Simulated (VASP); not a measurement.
# NbSi2 (P6_222) in VASP: single point with PBE

Aim: the single point of NbSi2 with PBE.

Program: VASP 6.6.1. These are calculated values, not measurements. Logs are shortened: lines on timing, memory, paths and dates and some standing lists are left out, and cuts for length are marked.

**1. The cell of the first run**

The structure is hexagonal, space group P6_222 (No. 180). Conventional cell: a = 4.819 Å, b = 4.819 Å, c = 6.592 Å, α = 90.00°, β = 90.00°, γ = 120.00°. Nb (site symmetry 222) has 10 Si at 2.62 to 2.84 Å and 4 Nb at 3.26 Å within 3.5 Å. Si (site symmetry 2) has 9 Si at 2.57 to 3.33 Å and 5 Nb at 2.62 to 2.84 Å within 3.4 Å.

**2. Single point, PBE**

Input file POSCAR:

```
NbSi2
1.0
    4.8190000000      0.0000000000      0.0000000000
   -2.4095000000      4.1733764208      0.0000000000
    0.0000000000      0.0000000000      6.5920000000
Nb Si
3 6
Direct
    0.5000000000      0.0000000000      0.5000000000
    0.5000000000      0.5000000000      0.8333333333
    0.0000000000      0.5000000000      0.1666666667
    0.1599000000      0.3198000000      0.5000000000
    0.8401000000      0.1599000000      0.8333333333
    0.6802000000      0.8401000000      0.1666666667
    0.8401000000      0.6802000000      0.5000000000
    0.1599000000      0.8401000000      0.8333333333
    0.3198000000      0.1599000000      0.1666666667
```

Input file INCAR.step1:

```
PREC = Accurate
ENCUT = 520
EDIFF = 1E-6
ISMEAR = 0
SIGMA = 0.05
LREAL = False
LASPH = True
NELM = 100
ALGO = Normal
ISIF = 2
LWAVE = False
LCHARG = True
LMAXMIX = 4
GGA = PE
NBANDS = 42
```

Input file KPOINTS.step1:

```
Automatic mesh
0
Gamma
  9 9 6
```

Input file INCAR.step2:

```
PREC = Accurate
ENCUT = 520
EDIFF = 1E-6
ISMEAR = -5
SIGMA = 0.05
LREAL = False
LASPH = True
NELM = 100
ALGO = Normal
ISIF = 2
LWAVE = False
LCHARG = False
LMAXMIX = 4
GGA = PE
LORBIT = 10
NBANDS = 42
NEDOS = 2001
ICHARG = 11
```

Input file KPOINTS.step2:

```
Automatic mesh
0
Gamma
  14 14 9
```

Potentials or basis: VASP PAW PBE potentials, release 64 (Nb_sv, Si).

The run is started by

```sh
$ cat potpaw_PBE.64/Nb_sv/POTCAR potpaw_PBE.64/Si/POTCAR > POTCAR
$ cp INCAR.step1 INCAR
$ cp KPOINTS.step1 KPOINTS
$ mpirun -np 1 vasp_std > vasp.out
$ cp INCAR.step2 INCAR
$ cp KPOINTS.step2 KPOINTS
$ mpirun -np 1 vasp_std > vasp.out
```

OUTCAR:

```text
PREC = Accurate
   ENCUT = 520
   EDIFF = 1E-6
   ISMEAR = -5
   LREAL = False
   LASPH = True
   NELM = 100
   ISIF = 2
   GGA = PE
   LORBIT = 10
   ICHARG = 11

 ion  position               nearest neighbor table
   1  0.500  0.000  0.500-   5 2.62   6 2.62   8 2.62   9 2.62   7 2.75   4 2.75   4 2.75   7 2.75
                             4 2.84   7 2.84
   2  0.500  0.500  0.833-   4 2.62   7 2.62   6 2.62   9 2.62   5 2.75   8 2.75   8 2.75   5 2.75
                             8 2.84   5 2.84
   3  0.000  0.500  0.167-   4 2.62   7 2.62   5 2.62   8 2.62   9 2.75   6 2.75   9 2.75   6 2.75
                             6 2.84   9 2.84
   4  0.160  0.320  0.500-   5 2.57   9 2.57   2 2.62   3 2.62   7 2.67   1 2.75   1 2.75   1 2.84
                             7 2.84   7 2.84
   5  0.840  0.160  0.833-   4 2.57   6 2.57   1 2.62   3 2.62   8 2.67   2 2.75   2 2.75   2 2.84
                             8 2.84   8 2.84
   6  0.680  0.840  0.167-   7 2.57   5 2.57   1 2.62   2 2.62   9 2.67   3 2.75   3 2.75   3 2.84
                             9 2.84   9 2.84
   7  0.840  0.680  0.500-   6 2.57   8 2.57   2 2.62   3 2.62   4 2.67   1 2.75   1 2.75   1 2.84
                             4 2.84   4 2.84
   8  0.160  0.840  0.833-   7 2.57   9 2.57   1 2.62   3 2.62   5 2.67   2 2.75   2 2.75   2 2.84
                             5 2.84   5 2.84
   9  0.320  0.160  0.167-   4 2.57   8 2.57   1 2.62   2 2.62   6 2.67   3 2.75   3 2.75   3 2.84
                             6 2.84   6 2.84

  LATTYP: Found a hexagonal cell.
 ALAT       =     4.8190000000
 C/A-ratio  =     1.3679186553

  Lattice vectors:

 A1 = (   4.8190000000,   0.0000000000,   0.0000000000)
 A2 = (  -2.4095000000,   4.1733764208,   0.0000000000)
 A3 = (   0.0000000000,   0.0000000000,   6.5920000000)

Analysis of symmetry for initial positions (statically):
=====================================================================
 Subroutine PRICEL returns:
 Original cell was already a primitive cell.

 Routine SETGRP: Setting up the symmetry group for a
 hexagonal supercell.

 Subroutine GETGRP returns: Found 12 space group operations
 (whereof  4 operations were pure point group operations)
 out of a pool of 24 trial point group operations.

The static configuration has the point symmetry D_2 .
 The point group associated with its full space group is D_6 .

Analysis of symmetry for dynamics (positions and initial velocities):
=====================================================================
 Subroutine PRICEL returns:
 Original cell was already a primitive cell.

 Routine SETGRP: Setting up the symmetry group for a
 hexagonal supercell.

 Subroutine GETGRP returns: Found 12 space group operations
 (whereof  4 operations were pure point group operations)
 out of a pool of 24 trial point group operations.

The dynamic configuration has the point symmetry D_2 .
 The point group associated with its full space group is D_6 .

 Subroutine INISYM returns: Found 12 space group operations
 (whereof  4 operations are pure point group operations),
 and found     1 'primitive' translations

----------------------------------------------------------------------------------------

                                     Primitive cell

  volume of cell :     132.5750

  direct lattice vectors                    reciprocal lattice vectors
     4.819000000  0.000000000  0.000000000     0.207511932  0.119807070  0.000000000
    -2.409500000  4.173376421  0.000000000     0.000000000  0.239614140  0.000000000
     0.000000000  0.000000000  6.592000000     0.000000000  0.000000000  0.151699029

  length of vectors
     4.819000000  4.819000000  6.592000000     0.239614140  0.239614140  0.151699029

  position of ions in fractional coordinates (direct lattice)
     0.500000000  0.000000000  0.500000000
     0.500000000  0.500000000  0.833333333
     0.000000000  0.500000000  0.166666667
     0.159900000  0.319800000  0.500000000
     0.840100000  0.159900000  0.833333333
     0.680200000  0.840100000  0.166666667
     0.840100000  0.680200000  0.500000000
     0.159900000  0.840100000  0.833333333
     0.319800000  0.159900000  0.166666667

  ion indices of the primitive-cell ions
   primitive index   ion index
                 1           1
                 2           2
                 3           3
                 4           4
                 5           5
                 6           6
                 7           7
                 8           8
                 9           9

----------------------------------------------------------------------------------------

 KPOINTS: Automatic mesh

Automatic generation of k-mesh.
 Grid dimensions read from file:
 generate k-points for:   14   14    9

 Generating k-lattice:

  Cartesian coordinates                     Fractional coordinates (reciprocal lattice)
     0.014822281  0.008557648  0.000000000     0.071428571  0.000000000  0.000000000
     0.000000000  0.017115296  0.000000000     0.000000000  0.071428571  0.000000000
     0.000000000  0.000000000  0.016855448     0.000000000  0.000000000  0.111111111

  Length of vectors
     0.017115296  0.017115296  0.016855448

  Shift w.r.t. Gamma in fractional coordinates (k-lattice)
     0.000000000  0.000000000  0.000000000

 TETIRR: Found   1729 inequivalent tetrahedra from    10584

 Subroutine IBZKPT returns following result:
 ===========================================

 Found    120 irreducible k-points:

 Following reciprocal coordinates:
            Coordinates               Weight
  0.000000  0.000000  0.000000      1.000000
  0.071429 -0.000000  0.000000      6.000000
  0.142857  0.000000  0.000000      6.000000
  0.214286  0.000000  0.000000      6.000000
  0.285714 -0.000000  0.000000      6.000000
  0.357143 -0.000000  0.000000      6.000000
[... 16 lines left out ...]
  0.285714  0.285714  0.000000      6.000000
  0.357143  0.285714  0.000000      6.000000
 [... further k-points ...]
   k-points           NKPTS =    120   k-points in BZ     NKDIM =    120   number of bands    NBANDS=     42
   number of dos      NEDOS =   2001   number of ions     NIONS =      9
   total plane-waves  NPLWV =  64800
   dimension x,y,z NGX =    36 NGY =   36 NGZ =   50
   dimension x,y,z NGXF=    72 NGYF=   72 NGZF=  100
   ions per type =               3   6
   NGX,Y,Z   is equivalent  to a cutoff of  12.42, 12.42, 12.61 a.u.
   NGXF,Y,Z  is equivalent  to a cutoff of  24.84, 24.84, 25.22 a.u.
 SYSTEM =  unknown system
   PREC   = accura    normal or accurate (medium, high low for compatibility)
   ISTART =      0    job   : 0-new  1-cont  2-samecut
   ICHARG =     11    charge: 1-file 2-atom 10-const
   ISPIN  =      1    spin polarized calculation?
   LNONCOLLINEAR =      F non collinear calculations
   LSORBIT =      F    spin-orbit coupling
   LASPH  =      T    aspherical Exc in radial PAW
   ENCUT  =  520.0 eV  38.22 Ry    6.18 a.u.   8.96  8.96 12.26*2*pi/ulx,y,z
   NELM   =    100;   NELMIN=  2; NELMDL=  0     # of ELM steps
   EDIFF  = 0.1E-05   stopping-criterion for ELM
   LREAL  =      F    real-space projection
   EDIFFG = 0.1E-04   stopping-criterion for IOM
   NSW    =      0    number of steps for IOM
   IBRION =     -1    ionic relax: 0-MD 1-quasi-New 2-CG
   NFREE  =      0    steps in history (QN), initial steepest desc. (CG)
   ISIF   =      2    stress and relaxation
   ISYM   =      2    0-nonsym 1-usesym 2-fastsym
   POTIM  = 0.5000    time-step for ionic-motion
   TEBEG  =    0.0;   TEEND  =   0.0 temperature during run
   PSTRESS=    0.0 pullay stress
   NELECT =      63.0000    total number of electrons
   NUPDOWN=      -1.0000    fix difference up-down
   EMIN   =  10.00;   EMAX   =-10.00  energy-range for DOS
   EFERMI =   0.00;   METHOD = LEGACY
   ISMEAR =    -5;   SIGMA  =   0.05  broadening in eV -4-tet -1-fermi 0-gaus
   EFERMI_NEDOS =   21; number of points for ismear=-14 and -15
   IALGO  =     38    algorithm
   IMIX   =      4    mixing-type and parameters
     AMIX     =   0.40;   BMIX     =  1.00
     AMIX_MAG =   1.60;   BMIX_MAG =  1.00
  volume/ion in A,a.u.               =      14.73        99.41
  Fermi-wavevector in a.u.,A,eV,Ry     =   1.277520  2.414163 22.205496  1.632058
  Thomas-Fermi vector in A             =   2.410115
   LORBIT       =     10    0 simple, 1 ext, 2 COOP (PROOUT), +10 PAW based schemes
   GGA     = PE    functional components
   LHFCALC =     F    Hartree Fock is set to
   AEXX    =    0.0000 exact exchange contribution
   IVDW    =     0    specifies the selected vdW correction
   LEPSILON=     F    determine dielectric tensor
   LRPA    =     F    only Hartree local field effects (RPA)
 non-spin polarized calculation
 Fermi weights with tetrahedron method with Bloechl corrections
  energy-cutoff  :      520.00
  volume of cell :      132.58
 maximum number of plane-waves:      3599
 NGX is ok and might be reduce to    36

 number of electron      63.0000001 magnetization

 Free energy of the ion-electron system (eV)
  ---------------------------------------------------
  ext. energy  EPLUGINS =         0.00000000
  ---------------------------------------------------
  free energy    TOTEN  =       -68.21919591 eV

  energy without entropy =      -68.21919591  energy(sigma->0) =      -68.21919591

 E-fermi :  11.2900     XC(G=0): -11.9547

 val. band max:       11.3068232572   @ k =   0.4286   0.1429   0.0000
 cond. band min:      11.3055882486   @ k =   0.3571   0.2143   0.3333
 fundamental gap:     -0.0012350086
 Fermi energy:        11.2900436326

 k-point     1 :       0.0000    0.0000    0.0000
  band No.  band energies     occupation
      1     -43.3490      2.00000
      2     -43.3134      2.00000
      3     -43.3133      2.00000
      4     -19.5806      2.00000
      5     -19.5804      2.00000
      6     -19.5803      2.00000
[... 34 lines left out ...]
     41      15.1799      0.00000
     42      15.5158      0.00000

 k-point     2 :       0.0714   -0.0000    0.0000
  band No.  band energies     occupation
      1     -43.3486      2.00000
      2     -43.3138      2.00000
      3     -43.3134      2.00000
      4     -19.5949      2.00000
      5     -19.5819      2.00000
      6     -19.5669      2.00000
[... 34 lines left out ...]
     41      15.2248      0.00000
     42      15.3944      0.00000

 k-point     3 :       0.1429    0.0000    0.0000
  band No.  band energies     occupation
      1     -43.3474      2.00000
      2     -43.3149      2.00000
      3     -43.3134      2.00000
      4     -19.6087      2.00000
      5     -19.5859      2.00000
      6     -19.5555      2.00000
[... 897 lines left out ...]
      4     -19.6449      2.00000
      5     -19.5928      2.00000
      6     -19.5733      2.00000
[... 34 lines left out ...]
     41      14.9054      0.00000
     42      15.1749      0.00000

 k-point    24 :       0.3571    0.2857    0.0000
  band No.  band energies     occupation
      1     -43.3324      2.00000
      2     -43.3294      2.00000
      3     -43.3134      2.00000
      4     -19.6456      2.00000
      5     -19.5894      2.00000
      6     -19.5785      2.00000
[... 34 lines left out ...]
     41      14.7439      0.00000
     42      15.2386      0.00000

 [... further k-points ...]

------------------------ aborting loop because EDIFF is reached ----------------------------------------

  FORCE on cell =-STRESS in cart. coord.  units (eV):
  Direction    XX          YY          ZZ          XY          YZ          ZX
  --------------------------------------------------------------------------------------
  -------------------------------------------------------------------------------------
  Total       -0.5864847     -0.5864847      0.8657189      0.0000000      0.0000000      0.0000000
  in kB       -7.0877044     -7.0877044     10.4622666      0.0000000      0.0000000      0.0000000
  external PRESSURE =      -1.2377141 kB  Pullay stress =       0.0000000 kB

 VOLUME and BASIS-vectors are now :
 -----------------------------------------------------------------------------
  energy-cutoff  :      520.00
  volume of cell :      132.58
      direct lattice vectors                 reciprocal lattice vectors
     4.819000000  0.000000000  0.000000000     0.207511932  0.119807070  0.000000000
    -2.409500000  4.173376421  0.000000000     0.000000000  0.239614140  0.000000000
     0.000000000  0.000000000  6.592000000     0.000000000  0.000000000  0.151699029

 POSITION                                       TOTAL-FORCE (eV/Angst)
 -----------------------------------------------------------------------------------
      2.40950      0.00000      3.29600         0.000000      0.000000     -0.000000
      1.20475      2.08669      5.49333         0.000000      0.000000      0.000000
     -1.20475      2.08669      1.09867         0.000000      0.000000      0.000000
      0.00000      1.33465      3.29600         0.000000     -0.084666     -0.000000
      3.66316      0.66732      5.49333         0.073323     -0.042333     -0.000000
      1.25366      3.50605      1.09867         0.073323      0.042333     -0.000000
      2.40950      2.83873      3.29600         0.000000      0.084666     -0.000000
     -1.25366      3.50605      5.49333        -0.073323      0.042333     -0.000000
      1.15584      0.66732      1.09867        -0.073323     -0.042333     -0.000000
 -----------------------------------------------------------------------------------
    total drift:                                0.000000      0.000000      0.000001

  FREE ENERGIE OF THE ION-ELECTRON SYSTEM (eV)
  ---------------------------------------------------
  free  energy   TOTEN  =       -68.2191959098 eV

  energy  without entropy=      -68.2191959098  energy(sigma->0) =      -68.21919591

 total charge

# of ion       s       p       d       tot
------------------------------------------
    1        2.154   6.029   2.567  10.749
    2        2.154   6.029   2.567  10.749
    3        2.154   6.029   2.567  10.749
    4        0.758   0.863   0.000   1.621
    5        0.758   0.863   0.000   1.621
    6        0.758   0.863   0.000   1.621
    7        0.758   0.863   0.000   1.621
    8        0.758   0.863   0.000   1.621
    9        0.758   0.863   0.000   1.621
--------------------------------------------------
tot         11.008  23.267   7.700  41.975
```

It took 13 min on 1 thread of AMD EPYC 7R13 (Zen 3), shared host; peak memory 0.54 GiB.

Results:

```
Valence electrons inside the program's atomic spheres : Nb 10.75; Si 1.62
```

Caveat: an odd number of electrons without spin polarisation forces a metal; a magnetic or distorted state may lie lower.
